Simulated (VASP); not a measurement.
# Sn3Te in VASP: a series of runs

Sn3Te is run at these levels: PBE; tasks: single point.

Program: VASP 6.6.1. These are calculated values, not measurements. Logs are shortened: lines on timing, memory, paths and dates and some standing lists are left out, and cuts for length are marked.

## 1. The cell of the first run

The structure is cubic, space group Pm-3m (No. 221). Conventional cell: a = 4.866 Å, b = 4.866 Å, c = 4.866 Å, α = 90.00°, β = 90.00°, γ = 90.00°. Within 4.5 Å of Sn (site symmetry 4/mmm) lie 8 Sn at 3.44 Å and 4 Te at 3.44 Å. Within 4.5 Å of Te (site symmetry m-3m) lie 12 Sn at 3.44 Å.

## 2. Single point, PBE

The input, INCAR:

```
ALGO = Normal ; EDIFF = 1E-6
ENCUT = 520 ; GGA = PE
ISIF = 2 ; ISMEAR = 1
LASPH = True ; LCHARG = True
LELF = True ; LREAL = False
LVHAR = True ; LWAVE = False
NBANDS = 32 ; NELM = 100
PREC = Accurate ; SIGMA = 0.1
```

The input, KPOINTS:

```
k-points
0
Gamma
  5 5 5
```

The input, POSCAR:

```
Sn3Te
1.0
    4.8656220000      0.0000000000      0.0000000000
    0.0000000000      4.8656220000      0.0000000000
    0.0000000000      0.0000000000      4.8656220000
Sn Te
3 1
Direct
    0.5000000000      0.5000000000      0.0000000000
    0.5000000000      0.0000000000      0.5000000000
    0.0000000000      0.5000000000      0.5000000000
    0.0000000000      0.0000000000      0.0000000000
```

Potentials or basis: VASP PAW PBE potentials, release 64 (Sn_d, Te).

Command:

```console
$ cat potpaw_PBE.64/Sn_d/POTCAR potpaw_PBE.64/Te/POTCAR > POTCAR
$ mpirun -np 1 vasp_std > vasp.out
```

OUTCAR:

```text
EDIFF = 1E-6
   ENCUT = 520
   GGA = PE
   ISIF = 2
   ISMEAR = 1
   LASPH = True
   LREAL = False
   NELM = 100
   PREC = Accurate

 ion  position               nearest neighbor table
   1  0.500  0.500  0.000-   2 3.44   3 3.44   4 3.44   2 3.44   3 3.44   2 3.44   4 3.44   2 3.44
                             3 3.44   4 3.44   3 3.44   4 3.44
   2  0.500  0.000  0.500-   1 3.44   3 3.44   4 3.44   1 3.44   4 3.44   1 3.44   3 3.44   1 3.44
                             3 3.44   4 3.44   4 3.44   3 3.44
   3  0.000  0.500  0.500-   1 3.44   2 3.44   4 3.44   1 3.44   4 3.44   2 3.44   4 3.44   4 3.44
                             1 3.44   2 3.44   1 3.44   2 3.44
   4  0.000  0.000  0.000-   1 3.44   2 3.44   3 3.44   2 3.44   3 3.44   1 3.44   3 3.44   3 3.44
                             1 3.44   2 3.44   2 3.44   1 3.44

  LATTYP: Found a simple cubic cell.
 ALAT       =     4.8656220000

  Lattice vectors:

 A1 = (   4.8656220000,   0.0000000000,   0.0000000000)
 A2 = (   0.0000000000,   4.8656220000,   0.0000000000)
 A3 = (   0.0000000000,   0.0000000000,   4.8656220000)

Analysis of symmetry for initial positions (statically):
=====================================================================
 Subroutine PRICEL returns:
 Original cell was already a primitive cell.

 Routine SETGRP: Setting up the symmetry group for a
 simple cubic supercell.

 Subroutine GETGRP returns: Found 48 space group operations
 (whereof 48 operations were pure point group operations)
 out of a pool of 48 trial point group operations.

The static configuration has the point symmetry O_h .

Analysis of symmetry for dynamics (positions and initial velocities):
=====================================================================
 Subroutine PRICEL returns:
 Original cell was already a primitive cell.

 Routine SETGRP: Setting up the symmetry group for a
 simple cubic supercell.

 Subroutine GETGRP returns: Found 48 space group operations
 (whereof 48 operations were pure point group operations)
 out of a pool of 48 trial point group operations.

The dynamic configuration has the point symmetry O_h .

 Subroutine INISYM returns: Found 48 space group operations
 (whereof 48 operations are pure point group operations),
 and found     1 'primitive' translations

----------------------------------------------------------------------------------------
[... 80 lines left out ...]
   ENCUT  =  520.0 eV  38.22 Ry    6.18 a.u.   9.05  9.05  9.05*2*pi/ulx,y,z
   NELM   =    100;   NELMIN=  2; NELMDL= -5     # of ELM steps
   EDIFF  = 0.1E-05   stopping-criterion for ELM
   LREAL  =      F    real-space projection
   EDIFFG = 0.1E-04   stopping-criterion for IOM
   NSW    =      0    number of steps for IOM
   IBRION =     -1    ionic relax: 0-MD 1-quasi-New 2-CG
   NFREE  =      0    steps in history (QN), initial steepest desc. (CG)
   ISIF   =      2    stress and relaxation
   ISYM   =      2    0-nonsym 1-usesym 2-fastsym
   POTIM  = 0.5000    time-step for ionic-motion
   TEBEG  =    0.0;   TEEND  =   0.0 temperature during run
   PSTRESS=    0.0 pullay stress
   NELECT =      48.0000    total number of electrons
   NUPDOWN=      -1.0000    fix difference up-down
   EMIN   =  10.00;   EMAX   =-10.00  energy-range for DOS
   EFERMI =   0.00;   METHOD = LEGACY
   ISMEAR =     1;   SIGMA  =   0.10  broadening in eV -4-tet -1-fermi 0-gaus
   EFERMI_NEDOS =   21; number of points for ismear=-14 and -15
   IALGO  =     38    algorithm
   IMIX   =      4    mixing-type and parameters
     AMIX     =   0.40;   BMIX     =  1.00
     AMIX_MAG =   1.60;   BMIX_MAG =  1.00
  volume/ion in A,a.u.               =      28.80       194.34
  Fermi-wavevector in a.u.,A,eV,Ry     =   1.222785  2.310729 20.343484  1.495204
  Thomas-Fermi vector in A             =   2.357920
   LORBIT       =      0    0 simple, 1 ext, 2 COOP (PROOUT), +10 PAW based schemes
   GGA     = PE    functional components
   LHFCALC =     F    Hartree Fock is set to
   AEXX    =    0.0000 exact exchange contribution
   IVDW    =     0    specifies the selected vdW correction
   LEPSILON=     F    determine dielectric tensor
   LRPA    =     F    only Hartree local field effects (RPA)
 non-spin polarized calculation
 Methfessel and Paxton  Order N= 1 SIGMA  =   0.10
  energy-cutoff  :      520.00
  volume of cell :      115.19
 maximum number of plane-waves:      3116
   NGX = 19   NGY = 19   NGZ = 19

 number of electron      48.0000021 magnetization

 Free energy of the ion-electron system (eV)
  ---------------------------------------------------
  ext. energy  EPLUGINS =         0.00000000
  ---------------------------------------------------
  free energy    TOTEN  =       -14.23066826 eV

  energy without entropy =      -14.22684619  energy(sigma->0) =      -14.22939424

 E-fermi :   7.6160     XC(G=0): -10.0629

 val. band max:        7.6058587462   @ k =   0.4000   0.2000   0.2000
 cond. band min:       7.6514058558   @ k =   0.4000   0.4000   0.0000
 fundamental gap:      0.0455471096
 Fermi energy:         7.6159977358

 k-point     1 :       0.0000    0.0000    0.0000
  band No.  band energies     occupation
      1     -14.0608      2.00000
      2     -14.0608      2.00000
      3     -14.0608      2.00000
      4     -14.0489      2.00000
      5     -14.0489      2.00000
      6     -14.0150      2.00000
[... 339 lines left out ...]
     31      12.8555      0.00000
     32      15.3875      0.00000

------------------------ aborting loop because EDIFF is reached ----------------------------------------

  FORCE on cell =-STRESS in cart. coord.  units (eV):
  Direction    XX          YY          ZZ          XY          YZ          ZX
  --------------------------------------------------------------------------------------
  -------------------------------------------------------------------------------------
  Total        0.5603893      0.5603893      0.5603893      0.0000000      0.0000000     -0.0000000
  in kB        7.7944467      7.7944467      7.7944467      0.0000000      0.0000000     -0.0000000
  external PRESSURE =       7.7944467 kB  Pullay stress =       0.0000000 kB

 VOLUME and BASIS-vectors are now :
 -----------------------------------------------------------------------------
  energy-cutoff  :      520.00
  volume of cell :      115.19
      direct lattice vectors                 reciprocal lattice vectors
     4.865622000  0.000000000  0.000000000     0.205523569  0.000000000  0.000000000
     0.000000000  4.865622000  0.000000000     0.000000000  0.205523569  0.000000000
     0.000000000  0.000000000  4.865622000     0.000000000  0.000000000  0.205523569

 POSITION                                       TOTAL-FORCE (eV/Angst)
 -----------------------------------------------------------------------------------
      2.43281      2.43281      0.00000         0.000000      0.000000      0.000000
      2.43281      0.00000      2.43281         0.000000      0.000000      0.000000
      0.00000      2.43281      2.43281         0.000000      0.000000      0.000000
      0.00000      0.00000      0.00000         0.000000      0.000000      0.000000
 -----------------------------------------------------------------------------------
    total drift:                                0.000000      0.000000      0.000000

  FREE ENERGIE OF THE ION-ELECTRON SYSTEM (eV)
  ---------------------------------------------------
  free  energy   TOTEN  =       -14.2306682596 eV

  energy  without entropy=      -14.2268461942  energy(sigma->0) =      -14.22939424
```

stdout:

```text
POSCAR found type information on POSCAR SnTe
 POSCAR found :  2 types and       4 ions
 scaLAPACK will be used
 LDA part: xc-table for (Slater+PW92), standard interpolation
 POSCAR, INCAR and KPOINTS ok, starting setup
 FFT: planning ... GRIDC
 FFT: planning ... GRID_SOFT
 FFT: planning ... GRID
 WAVECAR not read
 entering main loop
```

Wall time 20 s (1 thread of Intel Xeon Platinum 8375C at 2.90GHz (Ice Lake), shared host); peak memory 0.21 GiB.

Results:

| Property | Result |
| --- | --- |
| Free energy | -14.2307 eV |
| Pressure | 0.8 GPa |
| Band gap on the k mesh | zero (band 24 reaches 9.45 eV, above the bottom of band 25 at 7.44 eV) |

Caveat: spin-orbit coupling is left out, which moves the levels of the heavy elements.

## 3. Single point, PBE

The input, INCAR:

```
SYSTEM = Sn3Te
PREC = Accurate
ENCUT = 520
EDIFF = 1E-7
ISMEAR = 1
SIGMA = 0.1
LREAL = .FALSE.
LASPH = .TRUE.
NELM = 60
ALGO = Normal
ISIF = 2
LWAVE = .FALSE.
LCHARG = .FALSE.
GGA = PE
NBANDS = 32
```

The input, KPOINTS:

```
Automatic mesh
0
G
  5 5 5
  0 0 0
```

Changes to POSCAR since step 2:

```diff
@@ -8,3 +8,3 @@
 Direct
-    0.5000000000      0.5000000000      0.0000000000
+    0.4794476431      0.5000000000      0.0000000000
     0.5000000000      0.0000000000      0.5000000000
```

Potentials or basis: VASP PAW PBE potentials, release 64 (Sn_d, Te).

Command:

```console
$ cat potpaw_PBE.64/Sn_d/POTCAR potpaw_PBE.64/Te/POTCAR > POTCAR
$ mpirun -np 1 vasp_std > vasp.out
```

It took 58 s on 1 thread of Intel Xeon Platinum 8375C at 2.90GHz (Ice Lake), shared host; peak memory 0.25 GiB.

The run converged. Its results:

```yaml
Free_energy: -14.2312 eV
Pressure: 0.8 GPa
Largest_force: 0.140 eV/Å
Band_gap_on_the_k_mesh: zero (band 24 reaches 9.45 eV, above the bottom of band 25 at 7.41 eV)
```

Forces on the atoms (eV/Å):
```
Sn  -0.011  0.000  0.000
Sn   0.140  0.000  0.000
Sn  -0.047  0.000  0.000
Te  -0.082  0.000  0.000
```

Stress tensor (GPa, compression positive):
```
0.71 0.00 0.00
0.00 0.88 0.00
0.00 0.00 0.76
```

Levels at points of the mesh, in eV from the Fermi level:
```tsv
k point	band 22	band 23	band 24	band 25	band 26	band 27
(0.00, 0.00, 0.00)	-4.11	0.46	0.46	0.46	1.93	1.93
```

Caveat: spin-orbit coupling is left out, which moves the levels of the heavy elements.

## 4. Single point, PBE

The input, INCAR:

```
PREC = Accurate ; ENCUT = 520
EDIFF = 1E-6 ; ISMEAR = 1
SIGMA = 0.1 ; LREAL = F
LASPH = T ; NELM = 100
ALGO = Normal ; ISIF = 2
LWAVE = F ; LCHARG = T
GGA = PE ; LELF = T
LVHAR = T ; NBANDS = 32
```

The input, KPOINTS:

```
regular mesh
0
Gamma
  5 5 5
```

Changes to POSCAR since step 3:

```diff
@@ -8,3 +8,3 @@
 Direct
-    0.4794476431      0.5000000000      0.0000000000
+    0.5205523569      0.5000000000      0.0000000000
     0.5000000000      0.0000000000      0.5000000000
```

Command:

```console
$ cat potpaw_PBE.64/Sn_d/POTCAR potpaw_PBE.64/Te/POTCAR > POTCAR
$ mpirun -np 1 vasp_std > vasp.out
```

Run time: 52 s. Hardware: 1 thread of Intel Xeon Platinum 8375C at 2.90GHz (Ice Lake), shared host; peak memory 0.24 GiB.

The run converged. Its results:

```yaml
Free_energy: -14.2312 eV
Pressure: 0.8 GPa
Largest_force: 0.140 eV/Å
Band_gap_on_the_k_mesh: zero (band 24 reaches 9.45 eV, above the bottom of band 25 at 7.41 eV)
```

Forces on the atoms (eV/Å):
```
Sn   0.011  0.000  0.000
Sn  -0.140  0.000  0.000
Sn   0.046  0.000  0.000
Te   0.082  0.000  0.000
```

Stress tensor (GPa, compression positive):
```
0.73 0.00 0.00
0.00 0.90 0.00
0.00 0.00 0.78
```

Levels at points of the mesh, in eV from the Fermi level:
```tsv
k point	band 21	band 22	band 23	band 24	band 25	band 26	band 27	band 28
(0.00, 0.00, 0.00)	-4.15	-4.11	0.46	0.46	0.46	1.93	1.93	1.94
```

Caveat: spin-orbit coupling is left out, which moves the levels of the heavy elements.
